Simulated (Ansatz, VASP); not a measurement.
# Two plane-wave programs on AlN

```
CELL_PARAMETERS angstrom
3.35749 0.00000 0.00000
-1.67875 2.90767 0.00000
0.00000 0.00000 4.07514
ATOMIC_POSITIONS crystal
Al 0.33333 0.66667 0.75000
Al 0.66667 0.33333 0.25000
N 0.33333 0.66667 0.25000
N 0.66667 0.33333 0.75000
```

Alike in both runs: task single point; functional LDA; k mesh 9 × 9 × 6; occupations gaussian, width 0.05 eV; no spin polarisation.

|  | VASP | Ansatz |
| --- | --- | --- |
| version | VASP 6.6.1 | Ansatz 0.2.0 |
| potentials or method | VASP PAW LDA potentials, release 64 (Al, N), cutoff 600 eV | scalar-relativistic, plane waves, PAW |
| valence electrons in the cell | 16 | 16 |

|  | VASP | Ansatz | Ansatz less VASP |
| --- | --- | --- | --- |
| gap on the k mesh at the Fermi level (eV) | 3.40 | 3.39 | -0.007 |
| least direct gap on the mesh (eV) | 3.40 | 3.39 | -0.007 |
| pressure (GPa) | -8.8 | -9.2 | -0.40 |
| traceless stress, the component that is largest in VASP (GPa) | 4.48 | 4.52 | +0.033 |

LDA's correlation is that of Perdew and Zunger in VASP and of Perdew and Wang (1992) in Ansatz.
